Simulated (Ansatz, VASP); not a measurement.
# One calculation of BaTiO3, two programs

```
CELL_PARAMETERS angstrom
0.00000 2.85798 -2.87415
-3.96333 0.00000 0.00000
0.00000 9.71713 7.47279
ATOMIC_POSITIONS crystal
Ba 0.62387 0.00000 0.91965
Ba 0.89054 0.00000 0.25299
Ba 0.75721 0.00000 0.58632
Ti 0.43958 0.50000 0.09151
Ti 0.30624 0.50000 0.42484
Ti 0.17291 0.50000 0.75817
O 0.47768 0.00000 0.08030
O 0.34435 0.00000 0.41363
O 0.21102 0.00000 0.74697
O 0.98738 0.50000 0.08154
O 0.85404 0.50000 0.41488
O 0.72071 0.50000 0.74821
O 0.40864 0.50000 0.24357
O 0.27531 0.50000 0.57690
O 0.14198 0.50000 0.91024
```

Alike in both runs: task single point; functional r2SCAN; k mesh 6 × 6 × 2; occupations gaussian, width 0.05 eV; no spin polarisation.

|  | VASP | Ansatz |
| --- | --- | --- |
| version | VASP 6.6.1 | Ansatz 0.2.0 |
| potentials or method | VASP PAW PBE potentials, release 64 (Ba_sv, Ti_sv, O), cutoff 520 eV | scalar-relativistic, plane waves, PAW |
| valence electrons in the cell | 120 | 120 |

Ansatz gave:

| Quantity | Value |
| --- | --- |
| gap on the k mesh at the Fermi level (eV) | 1.44 |
| least direct gap on the mesh (eV) | 1.52 |
| pressure (GPa) | 6.9 |
| traceless stress, the component that is largest in VASP (GPa) | 12.69 |
| rms of the force components (eV/Å) | 2.206 |

Task: Estimate VASP's values.

Result: gap on the k mesh at the Fermi level (eV): 1.50; least direct gap on the mesh (eV): 1.59; pressure (GPa): 9.7; traceless stress, the component that is largest in VASP (GPa): 14.36; rms of the force components (eV/Å): 2.577.

VASP's potentials were made for PBE, not for r2SCAN. Atom by atom the forces differ by 0.429 eV/Å (rms over components). With one functional, cell and mesh, what is left measures potentials, basis and numerics.

Neither program's run includes spin-orbit coupling.
